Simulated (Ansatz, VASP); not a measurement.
# Two plane-wave programs on CsCl

```
CELL_PARAMETERS angstrom
4.05546 0.00000 0.00000
0.00000 4.05546 0.00000
0.00000 0.00000 4.05546
ATOMIC_POSITIONS crystal
Cs 0.00000 0.00000 0.00000
Cl 0.50000 0.50000 0.50000
```

Alike in both runs: functional r2SCAN; k mesh 8 × 8 × 8; occupations fermi-dirac, width 0.02 eV; no spin polarisation.

Ansatz relaxed the structure, and its values are those at the end. VASP's run is a single point on that final structure, the one shown.

|  | VASP | Ansatz |
| --- | --- | --- |
| version | VASP 6.6.1 | Ansatz 0.2.0 |
| potentials or method | VASP PAW PBE potentials, release 64 (Cs_sv, Cl), cutoff 550 eV | PAW plane waves |
| valence electrons in the cell | 16 | 16 |

Ansatz gave:

| Item | Value |
| --- | --- |
| gap on the k mesh at the Fermi level (eV) | 5.85 |
| pressure (GPa) | 1.3 |

Estimate VASP's values.

gap on the k mesh at the Fermi level (eV): 5.84; pressure (GPa): 1.4.

VASP's potentials were made for PBE, not for r2SCAN. The functional is the same, so the differences come from potentials, cutoffs and numerics. Ansatz's warnings: stress scf threshold loose.

Neither program's run includes spin-orbit coupling.
